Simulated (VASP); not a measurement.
# Al2O3 (R-3c) in VASP: a series of runs, part 2 of 2

VASP 6.6.1. Earlier steps stand in the parts before.

### Step 4. Single point, PBEsol

This run uses another cell than the first one, of 8.50 Å³/atom.

Input file INCAR:

```
SYSTEM = Al2O3
ALGO = Fast ; EDIFF = 1E-6
ENCUT = 520 ; GGA = PS
ISIF = 2 ; ISMEAR = 0
LASPH = .TRUE. ; LCHARG = .FALSE.
LREAL = .FALSE. ; LWAVE = .FALSE.
NBANDS = 35 ; NELM = 100
PREC = Accurate ; SIGMA = 0.1
```

Input file KPOINTS:

```
k-points
0
G
  6 6 6
  0 0 0
```

Input file POSCAR:

```
Al2O3
1.0
    2.3802500000      1.3742379782      4.3318666667
   -2.3802500000      1.3742379782      4.3318666667
    0.0000000000     -2.7484759565      4.3318666667
Al O
4 6
Direct
    0.3521600000      0.3521600000      0.3521600000
    0.1478400000      0.1478400000      0.1478400000
    0.6478400000      0.6478400000      0.6478400000
    0.8521600000      0.8521600000      0.8521600000
    0.5566800000      0.9433200000      0.2500000000
    0.2500000000      0.5566800000      0.9433200000
    0.9433200000      0.2500000000      0.5566800000
    0.4433200000      0.0566800000      0.7500000000
    0.7500000000      0.4433200000      0.0566800000
    0.0566800000      0.7500000000      0.4433200000
```

Potentials or basis: VASP PAW PBE potentials, release 64 (Al, O).

On the command line:

```
$ cat potpaw_PBE.64/Al/POTCAR potpaw_PBE.64/O/POTCAR > POTCAR
$ mpirun -np 1 vasp_std > vasp.out
```

OUTCAR:

```text
SYSTEM = Al2O3
   EDIFF = 1E-6
   ENCUT = 520
   GGA = PS
   ISIF = 2
   ISMEAR = 0
   LASPH = .TRUE.
   LREAL = .FALSE.
   NELM = 100
   PREC = Accurate

 ion  position               nearest neighbor table
   1  0.352  0.352  0.352-   9 1.85  10 1.85   8 1.85   7 1.97   5 1.97   6 1.97   2 2.66   3 2.79
                             3 2.79   3 2.79   2 3.22   2 3.22   2 3.22
   2  0.148  0.148  0.148-  10 1.85   9 1.85   8 1.85   6 1.97   5 1.97   7 1.97   1 2.66   4 2.79
                             4 2.79   4 2.79   1 3.22   1 3.22   1 3.22
   3  0.648  0.648  0.648-   6 1.85   7 1.85   5 1.85  10 1.97   8 1.97   9 1.97   4 2.66   1 2.79
                             1 2.79   1 2.79   4 3.22   4 3.22   4 3.22
   4  0.852  0.852  0.852-   7 1.85   6 1.85   5 1.85   9 1.97   8 1.97  10 1.97   3 2.66   2 2.79
                             2 2.79   2 2.79   3 3.22   3 3.22   3 3.22
   5  0.557  0.943  0.250-   3 1.85   4 1.85   1 1.97   2 1.97
   6  0.250  0.557  0.943-   3 1.85   4 1.85   2 1.97   1 1.97
   7  0.943  0.250  0.557-   4 1.85   3 1.85   1 1.97   2 1.97
   8  0.443  0.057  0.750-   1 1.85   2 1.85   3 1.97   4 1.97
   9  0.750  0.443  0.057-   1 1.85   2 1.85   4 1.97   3 1.97
  10  0.057  0.750  0.443-   2 1.85   1 1.85   3 1.97   4 1.97

  LATTYP: Found a trigonal (rhomboedric) cell.
 ALAT       =     5.1302230849
 COS(alpha) =     0.5694707703

  Lattice vectors:

 A1 = (   2.3802500000,   1.3742379782,   4.3318666667)
 A2 = (  -2.3802500000,   1.3742379782,   4.3318666667)
 A3 = (   0.0000000000,  -2.7484759565,   4.3318666667)

Analysis of symmetry for initial positions (statically):
=====================================================================
 Subroutine PRICEL returns:
 Original cell was already a primitive cell.

 Routine SETGRP: Setting up the symmetry group for a
 trigonal (rhombohedral) supercell.

 Subroutine GETGRP returns: Found 12 space group operations
 (whereof  6 operations were pure point group operations)
 out of a pool of 12 trial point group operations.

The static configuration has the point symmetry S_6 .
 The point group associated with its full space group is D_3d.

Analysis of symmetry for dynamics (positions and initial velocities):
=====================================================================
 Subroutine PRICEL returns:
 Original cell was already a primitive cell.

 Routine SETGRP: Setting up the symmetry group for a
 trigonal (rhombohedral) supercell.

 Subroutine GETGRP returns: Found 12 space group operations
 (whereof  6 operations were pure point group operations)
 out of a pool of 12 trial point group operations.

The dynamic configuration has the point symmetry S_6 .
 The point group associated with its full space group is D_3d.

 Subroutine INISYM returns: Found 12 space group operations
 (whereof  6 operations are pure point group operations),
 and found     1 'primitive' translations

----------------------------------------------------------------------------------------

                                     Primitive cell

  volume of cell :      85.0180

  direct lattice vectors                    reciprocal lattice vectors
     2.380250000  1.374237978  4.331866667     0.210061968  0.121279334  0.076949121
    -2.380250000  1.374237978  4.331866667    -0.210061968  0.121279334  0.076949121
[... 84 lines left out ...]
   number of dos      NEDOS =    301   number of ions     NIONS =     10
   total plane-waves  NPLWV =  64000
   dimension x,y,z NGX =    40 NGY =   40 NGZ =   40
   dimension x,y,z NGXF=    80 NGYF=   80 NGZF=   80
   ions per type =               4   6
   NGX,Y,Z   is equivalent  to a cutoff of  12.96, 12.96, 12.96 a.u.
   NGXF,Y,Z  is equivalent  to a cutoff of  25.92, 25.92, 25.92 a.u.
 SYSTEM =  Al2O3
   PREC   = accura    normal or accurate (medium, high low for compatibility)
   ISTART =      0    job   : 0-new  1-cont  2-samecut
   ICHARG =      2    charge: 1-file 2-atom 10-const
   ISPIN  =      1    spin polarized calculation?
   LNONCOLLINEAR =      F non collinear calculations
   LSORBIT =      F    spin-orbit coupling
   LASPH  =      T    aspherical Exc in radial PAW
   ENCUT  =  520.0 eV  38.22 Ry    6.18 a.u.   9.54  9.54  9.54*2*pi/ulx,y,z
   NELM   =    100;   NELMIN=  2; NELMDL= -5     # of ELM steps
   EDIFF  = 0.1E-05   stopping-criterion for ELM
   LREAL  =      F    real-space projection
   EDIFFG = 0.1E-04   stopping-criterion for IOM
   NSW    =      0    number of steps for IOM
   IBRION =     -1    ionic relax: 0-MD 1-quasi-New 2-CG
   NFREE  =      0    steps in history (QN), initial steepest desc. (CG)
   ISIF   =      2    stress and relaxation
   ISYM   =      2    0-nonsym 1-usesym 2-fastsym
   POTIM  = 0.5000    time-step for ionic-motion
   TEBEG  =    0.0;   TEEND  =   0.0 temperature during run
   PSTRESS=    0.0 pullay stress
   NELECT =      48.0000    total number of electrons
   NUPDOWN=      -1.0000    fix difference up-down
   EMIN   =  10.00;   EMAX   =-10.00  energy-range for DOS
   EFERMI =   0.00;   METHOD = LEGACY
   ISMEAR =     0;   SIGMA  =   0.10  broadening in eV -4-tet -1-fermi 0-gaus
   EFERMI_NEDOS =   21; number of points for ismear=-14 and -15
   IALGO  =     68    algorithm
   IMIX   =      4    mixing-type and parameters
     AMIX     =   0.40;   BMIX     =  1.00
     AMIX_MAG =   1.60;   BMIX_MAG =  1.00
  volume/ion in A,a.u.               =       8.50        57.37
  Fermi-wavevector in a.u.,A,eV,Ry     =   1.353064  2.556920 24.909299  1.830782
  Thomas-Fermi vector in A             =   2.480350
   LORBIT       =      0    0 simple, 1 ext, 2 COOP (PROOUT), +10 PAW based schemes
   GGA     = PS    functional components
   LHFCALC =     F    Hartree Fock is set to
   AEXX    =    0.0000 exact exchange contribution
   IVDW    =     0    specifies the selected vdW correction
   LEPSILON=     F    determine dielectric tensor
   LRPA    =     F    only Hartree local field effects (RPA)
 non-spin polarized calculation
 RMM-DIIS sequential band-by-band and
 Gauss-broadening in eV      SIGMA  =   0.10
  energy-cutoff  :      520.00
  volume of cell :       85.02
 maximum number of plane-waves:      2308
 NGX is ok and might be reduce to    40
   NGX = 19   NGY = 19   NGZ = 19

 number of electron      48.0000013 magnetization

 Free energy of the ion-electron system (eV)
  ---------------------------------------------------
  ext. energy  EPLUGINS =         0.00000000
  ---------------------------------------------------
  free energy    TOTEN  =       -78.65841578 eV

  energy without entropy =      -78.65841578  energy(sigma->0) =      -78.65841578

 E-fermi :   6.4505     XC(G=0): -11.9420

 val. band max:        6.0384265839   @ k =   0.0000   0.0000   0.0000
 cond. band min:      12.1607317046   @ k =   0.0000   0.0000   0.0000
 fundamental gap:      6.1223051207
 Fermi energy:         6.4505059824

 k-point     1 :       0.0000    0.0000    0.0000
  band No.  band energies     occupation
      1     -13.1699      2.00000
      2     -10.7908      2.00000
      3     -10.5047      2.00000
      4     -10.5047      2.00000
      5     -10.1849      2.00000
      6     -10.1849      2.00000
[... 901 lines left out ...]
     34      19.3689      0.00000
     35      19.5001      0.00000

 [... further k-points ...]

------------------------ aborting loop because EDIFF is reached ----------------------------------------

  FORCE on cell =-STRESS in cart. coord.  units (eV):
  Direction    XX          YY          ZZ          XY          YZ          ZX
  --------------------------------------------------------------------------------------
  -------------------------------------------------------------------------------------
  Total        1.0686723      1.0686723      0.6858289      0.0000000     -0.0000000      0.0000000
  in kB       20.1392950     20.1392950     12.9245524      0.0000000     -0.0000000      0.0000000
  external PRESSURE =      17.7343808 kB  Pullay stress =       0.0000000 kB

 VOLUME and BASIS-vectors are now :
 -----------------------------------------------------------------------------
  energy-cutoff  :      520.00
  volume of cell :       85.02
      direct lattice vectors                 reciprocal lattice vectors
     2.380250000  1.374237978  4.331866667     0.210061968  0.121279334  0.076949121
    -2.380250000  1.374237978  4.331866667    -0.210061968  0.121279334  0.076949121
     0.000000000 -2.748475957  4.331866667     0.000000000 -0.242558668  0.076949121

 POSITION                                       TOTAL-FORCE (eV/Angst)
 -----------------------------------------------------------------------------------
      0.00000     -0.00000      4.57653         0.000000      0.000000     -0.049970
      0.00000     -0.00000      1.92127         0.000000     -0.000000      0.049970
      0.00000     -0.00000      8.41907         0.000000     -0.000000      0.049970
      0.00000     -0.00000     11.07433         0.000000      0.000000     -0.049970
     -0.92030      1.37424      7.58077        -0.087159      0.000000      0.000000
     -0.72998     -1.48412      7.58077         0.043579     -0.075482      0.000000
      1.65027      0.10988      7.58077         0.043579      0.075482      0.000000
      0.92030     -1.37424      5.41483         0.087159      0.000000      0.000000
      0.72998      1.48412      5.41483        -0.043579      0.075482      0.000000
     -1.65027     -0.10988      5.41483        -0.043579     -0.075482      0.000000
 -----------------------------------------------------------------------------------
    total drift:                               -0.000000      0.000000     -0.000000

  FREE ENERGIE OF THE ION-ELECTRON SYSTEM (eV)
  ---------------------------------------------------
  free  energy   TOTEN  =       -78.6584157803 eV

  energy  without entropy=      -78.6584157803  energy(sigma->0) =      -78.65841578
```

Wall time 79 s (1 thread of Intel Xeon 6975P-C (Granite Rapids), shared host); peak memory 0.26 GiB.

What came out:

```yaml
Free_energy: -78.6584 eV
Pressure: 1.8 GPa
Largest_force: 0.087 eV/Å
Band_gap_on_the_k_mesh: 6.12 eV
```

Forces in eV/Å, atoms in the order of the input:
```
Al   0.000  0.000 -0.050
Al   0.000  0.000  0.050
Al   0.000  0.000  0.050
Al   0.000  0.000 -0.050
O   -0.087  0.000  0.000
O    0.044 -0.075  0.000
O    0.044  0.075  0.000
O    0.087  0.000  0.000
O   -0.044  0.075  0.000
O   -0.044 -0.075  0.000
```

Caveat: the PAW data sets were made with another functional, which shifts forces and pressure a little.

### Step 5. The runs side by side

```tsv
task	cell	cutoff (eV)	smearing	gap on the mesh (eV)	pressure (GPa)	largest force (eV/Å)
single point	a = 5.140 Å, angles 55.3°, 10 atoms	520	gaussian 0.02 eV	6.04	0.1	-
relaxation of cell and atoms	relaxed from a = 5.130 Å, angles 55.3°, 10 atoms	600	gaussian 0.02 eV	6.05	0.0	0.01
single point	a = 5.130 Å, angles 55.3°, 10 atoms	520	gaussian 0.1 eV	6.12	1.8	0.09
```

Alike in all rows: level PBEsol; potentials or basis VASP PAW PBE potentials, release 64 (Al, O); no spin polarisation; k mesh 6 × 6 × 6.

Caveats: the PAW data sets were made with another functional, which shifts forces and pressure a little.

Absolute energies hang on the potentials; compare differences alone.

### Step 6. How close it comes

Step 2. Measured gap of Al2O3: 8.7 eV (optical; quoted in “Multi-petahertz electron interference in Cr:Al2O3 solid-state material”, 2018, pmc:5906618). This calculation gives 6.04 eV (-2.66 eV). The value is that of PBEsol on a finite k mesh, which can miss the band edges, without temperature or zero-point motion. Semilocal functionals fall short of measured gaps as a rule.
